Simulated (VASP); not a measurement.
Write the native input for VASP 6.6.1 that does the following.

| Quantity | Value |
| --- | --- |
| Task | single point |
| Functional | PBE |
| Dispersion | D3(BJ) |
| Potentials or basis | VASP PAW PBE potentials, release 64 (Si, O) |
| Cutoff | 520 eV |
| k mesh | 2 × 2 × 3 |
| Occupations | fermi-dirac, width 0.05 eV |
| Spin | no spin polarisation |
| Dipole correction | no |
| Further INCAR settings | LREAL = Auto; ALGO = Normal; EDIFF = 1e-07; NBANDS = 79 |

The structure of Si7O16 (a cell with a defect) lies in POSCAR:

```
Si7O16
1.0
   -4.1560000000     -4.1560000000      0.0000000000
    4.1560000000     -4.1560000000      0.0000000000
    0.0000000000      0.0000000000      5.3202000000
Si O
7 16
Direct
    0.5000000000      0.5000000000      0.5000000000
    0.0000000000      0.5000000000      0.2498048946
    0.0000000000      0.5000000000      0.7501951054
    0.0000000000      0.0000000000      0.0000000000
    0.5000000000      0.0000000000      0.2478389910
    0.0000000000      0.0000000000      0.5000000000
    0.5000000000      0.0000000000      0.7521610090
    0.1867321944      0.5000000000      0.0000000000
    0.0000000000      0.1941246391      0.2513268298
    0.8132678056      0.5000000000      0.0000000000
    0.0000000000      0.8058753609      0.2513268298
    0.1939927815      0.5000000000      0.5000000000
    0.0000000000      0.1941246391      0.7486731702
    0.8060072185      0.5000000000      0.5000000000
    0.0000000000      0.8058753609      0.7486731702
    0.6964776227      0.0000000000      0.0000000000
    0.5000000000      0.7058640520      0.2657559866
    0.3035223773      0.0000000000      0.0000000000
    0.5000000000      0.2941359480      0.2657559866
    0.6991556785      0.0000000000      0.5000000000
    0.5000000000      0.7058640520      0.7342440134
    0.3008443215      0.0000000000      0.5000000000
    0.5000000000      0.2941359480      0.7342440134
```

One way to write it, as run:

INCAR

```
SYSTEM = Si7O16
ALGO = Normal ; EDIFF = 1E-7
ENCUT = 520 ; GGA = PE
ISIF = 2 ; ISMEAR = -1
IVDW = 12 ; LASPH = .TRUE.
LCHARG = .FALSE. ; LREAL = Auto
LWAVE = .FALSE. ; NBANDS = 79
NELM = 80 ; PREC = Accurate
SIGMA = 0.05
```

KPOINTS

```
k-points
0
G
  2 2 3
  0 0 0
```

Potentials or basis: VASP PAW PBE potentials, release 64 (Si, O).

The run is started by

```bash
$ cat potpaw_PBE.64/Si/POTCAR potpaw_PBE.64/O/POTCAR > POTCAR
$ mpirun -np 1 vasp_std > vasp.out
```

Results of the run:

- Pressure: 11.0 GPa
- Largest force: 0.053 eV/Å
- Band gap on the k mesh: zero (bands 62 and 63 overlap by 0.16 eV)
- Dispersion energy per atom: -0.217 eV

Caveat: the k points lie up to 0.53 Å⁻¹ apart.

Wall time 5.7 min on 1 thread of Intel Xeon 8259CL (shared host), peak memory 0.31 GiB.
